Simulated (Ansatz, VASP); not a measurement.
**GaN in VASP and in Ansatz**

```
CELL_PARAMETERS angstrom
0.00000 2.25350 2.25350
2.25350 0.00000 2.25350
2.25350 2.25350 0.00000
ATOMIC_POSITIONS crystal
Ga 0.97118 0.97118 0.97118
N 0.75000 0.75000 0.75000
```

Change from the starting cell: all Ga atoms moved +0.225 Å, as atom 1 towards its neighbour atom 2 (N) at 1.952 Å.

Alike in both runs: task single point; functional PBE; k mesh 10 × 10 × 10; occupations gaussian, width 0.05 eV; no spin polarisation.

|  | VASP | Ansatz |
| --- | --- | --- |
| version | VASP 6.6.1 | Ansatz 0.2.0 |
| potentials or method | VASP PAW PBE potentials, release 64 (Ga_d, N), cutoff 520 eV | scalar-relativistic, plane waves, PAW |
| valence electrons in the cell | 18 | 18 |

```csv
,VASP,Ansatz,Ansatz less VASP
gap on the k mesh at the Fermi level (eV),1.51,1.50,-0.004
least direct gap on the mesh (eV),1.51,1.50,-0.004
pressure (GPa),12.2,12.5,+0.27
"traceless stress, the component that is largest in VASP (GPa)",13.69,14.12,+0.427
rms of the force components (eV/Å),2.769,2.832,+0.0624
```

Atom by atom the forces differ by 0.062 eV/Å (rms over components).
